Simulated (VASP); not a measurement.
Set up this calculation in VASP 6.6.1, as the native input.

| Quantity | Value |
| --- | --- |
| Task | single point |
| Functional | PBE |
| Potentials or basis | VASP PAW PBE potentials, release 64 (Pd) |
| Cutoff | 520 eV |
| k mesh | 18 × 18 × 16 |
| Occupations | fermi-dirac, width 0.05 eV |
| Spin | no spin polarisation |
| Dipole correction | no |
| Further INCAR settings | ALGO = Normal; EDIFF = 1e-06; NBANDS = 11 |

The structure of Pd lies in POSCAR:

```
Pd
1.0
    2.4690791729      0.0000000000      0.0000000000
   -1.2345395865      2.1382852877      0.0000000000
    0.0000000000      0.0000000000      2.3893028018
Pd
1
Direct
    0.0000000000      0.0000000000      0.0000000000
```

This isn't the form of Pd at room conditions, which is fcc.

One way to write it, as run:

INCAR

```
ALGO     = Normal         # electronic algorithm
EDIFF    = 1E-6           # SCF threshold, eV
ENCUT    = 520            # plane-wave cutoff, eV
GGA      = PE             # functional
ISIF     = 2              # what is computed and relaxed
ISMEAR   = -1             # smearing method
LASPH    = True           # aspherical terms in the spheres
LCHARG   = True           # write CHGCAR
LELF     = True           # ELF
LREAL    = False          # projectors in reciprocal space
LVHAR    = True         
LWAVE    = False          # write WAVECAR
NBANDS   = 11             # bands
NELM     = 80             # most SCF steps
PREC     = Accurate       # precision mode
SIGMA    = 0.05           # smearing width, eV
```

KPOINTS

```
k-points
0
Gamma
  18 18 16
```

Potentials or basis: VASP PAW PBE potentials, release 64 (Pd).

Launch:

```console
$ cat potpaw_PBE.64/Pd/POTCAR > POTCAR
$ mpirun -np 1 vasp_std > vasp.out
```

Results of the run:

```
Pressure               : 80.8 GPa
Band gap on the k mesh : zero (bands 5 and 6 overlap by 3.33 eV)
```

Caveat: the cell stands under pressure.

It took 34 s on 1 thread of Intel Xeon 8259CL, on a shared host, peak memory 0.16 GiB.
